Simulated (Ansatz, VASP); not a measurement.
**Two plane-wave programs on KBr**

```
CELL_PARAMETERS angstrom
0.00000 3.26908 3.26908
3.26908 0.00000 3.26908
3.26908 3.26908 0.00000
ATOMIC_POSITIONS crystal
K 0.00000 0.00000 0.00000
Br 0.50000 0.50000 0.50000
```

Alike in both runs: task single point; functional r2SCAN; k mesh 6 × 6 × 6; no spin polarisation.

```csv
,VASP,Ansatz
version,VASP 6.6.1,Ansatz 0.2.0
potentials or method,"VASP PAW PBE potentials, release 64 (K_sv, Br)","plane waves, PAW"
plane-wave cutoff (eV),520,500
occupations,"gaussian, width 0.01 eV",fixed
valence electrons in the cell,16,16
```

```csv
,VASP,Ansatz,Ansatz less VASP
gap on the k mesh at the Fermi level (eV),5.16,5.16,-0.003
pressure (GPa),0.6,0.6,0.00
```

VASP's potentials were made for PBE, not for r2SCAN.
